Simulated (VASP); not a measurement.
**Ir: single point with LDA**

The system is Ir.

```
Ir
1.0
     0.00000    1.90540    1.90540
     1.90540    0.00000    1.90540
     1.90540    1.90540    0.00000
Ir
1
Direct
  0.00000 0.00000 0.00000
```

| Quantity | Value |
| --- | --- |
| Program | VASP 6.6.1 |
| Task | single point |
| Functional | LDA |
| Potentials or basis | VASP PAW LDA potentials, release 64 (Ir_sv_GW) |
| Cutoff | 560 eV |
| k mesh | 20 × 20 × 20 |
| Occupations | gaussian, width 0.15 eV |
| Spin | no spin polarisation |

| Property | Result |
| --- | --- |
| Pressure | -0.4 GPa |
| Band gap on the k mesh | zero (an odd number of electrons rules out a gap without spin polarisation) |

Levels at points of the mesh, in eV from the Fermi level:
```
           k point  band 5  band 6  band 7  band 8  band 9  band 10  band 11  band 12
(0.00, 0.00, 0.00)  -11.28   -4.00   -4.00   -4.00   -1.18    -1.18    13.63    19.23
(0.50, 0.00, 0.00)   -8.29   -4.09   -4.09   -0.71    0.99     0.99     7.57    13.30
(0.50, 0.50, 0.00)   -8.12   -7.56    0.98    1.59    1.59     1.79    10.91    11.64
```

It took 29 s on 1 thread of Intel(R) Xeon(R) Platinum 8488C (Sapphire Rapids), with other jobs on the host, peak memory 0.18 GiB.

Caveat: spin-orbit coupling is left out, which moves the levels of the heavy elements.
